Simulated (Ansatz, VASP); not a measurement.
## Two plane-wave programs on NbTe

POSCAR

```
NbTe
1.0
    3.6273822700      0.0000000000      0.0000000000
   -1.8136911350      3.1414051951      0.0000000000
    0.0000000000      0.0000000000      3.6187977783
Te Nb
1 1
Direct
    0.6666666667      0.3333333333      0.0000000000
    0.0000000000      0.0000000000      0.5000000000
```

The input INCAR.step1:

```
SYSTEM = NbTe
PREC = Accurate
ENCUT = 520
EDIFF = 1E-5
ISMEAR = -1
SIGMA = 0.05
LREAL = .False.
LASPH = .True.
NELM = 100
ALGO = Normal
ISIF = 2
LWAVE = .True.
LCHARG = .False.
NBANDS = 16
GGA = PE
```

The input INCAR.step2:

```
SYSTEM = NbTe
PREC = Accurate
ENCUT = 520
EDIFF = 1E-6
ISMEAR = -1
SIGMA = 0.05
LREAL = .False.
LASPH = .True.
NELM = 100
ALGO = Normal
ISIF = 2
LWAVE = .False.
LCHARG = .False.
GGA = PE
LHFCALC = .True.
HFSCREEN = 0.2079
PRECFOCK = Normal
NBANDS = 16
ISTART = 1
```

KPOINTS

```
Automatic mesh
0
Gamma
  6 6 4
  0 0 0
```

Contents of input:

```
crystal:
  lattice:
    - [3.62738227, 0.0, 0.0]
    - [-1.813691135, 3.1414051951, 0.0]
    - [0.0, 0.0, 3.6187977783]
  atoms:
    - { symbol: Te, position: [0.6666666667, 0.3333333333, 0.0] }
    - { symbol: Nb, position: [0.0, 0.0, 0.5] }
hamiltonian:
  xc: hse06
  pseudopotentials: { kind: paw }
kpoints:
  mp_grid: { grid: [6, 6, 4] }
scf:
  occupations: { method: fermi_dirac, width: 0.05 }
output:
  forces: true
  stress: true
  eigenvalues: true
  write_density: true
  write_potential: true
  elf: true
  volumetric_format: npy
```

Alike in both runs: task single point; functional HSE06; k mesh 6 × 6 × 4; occupations fermi-dirac, width 0.05 eV; no spin polarisation.

|  | VASP | Ansatz |
| --- | --- | --- |
| version | VASP 6.6.1 | Ansatz 0.2.0 |
| potentials or method | VASP PAW PBE potentials, release 64 (Te, Nb_sv) | Ansatz PAW |
| plane-wave cutoff (eV) | 520 | 420 |
| valence electrons in the cell | 19 | 29 |

|  | VASP | Ansatz | Ansatz less VASP |
| --- | --- | --- | --- |
| gap on the k mesh at the Fermi level (eV) | none | none | - |
| pressure (GPa) | 2.7 | 3.3 | +0.68 |
| traceless stress, the component that is largest in VASP (GPa) | 3.23 | 3.38 | +0.153 |

A gap of «none» marks a metal or a gap that the smearing closes. VASP's potentials hold 19 valence electrons a cell and Ansatz's 29, so a difference there can come from the potentials and not from the codes.

The k mesh is coarse, so the values compare programs but aren't converged. Neither program's run includes spin-orbit coupling.
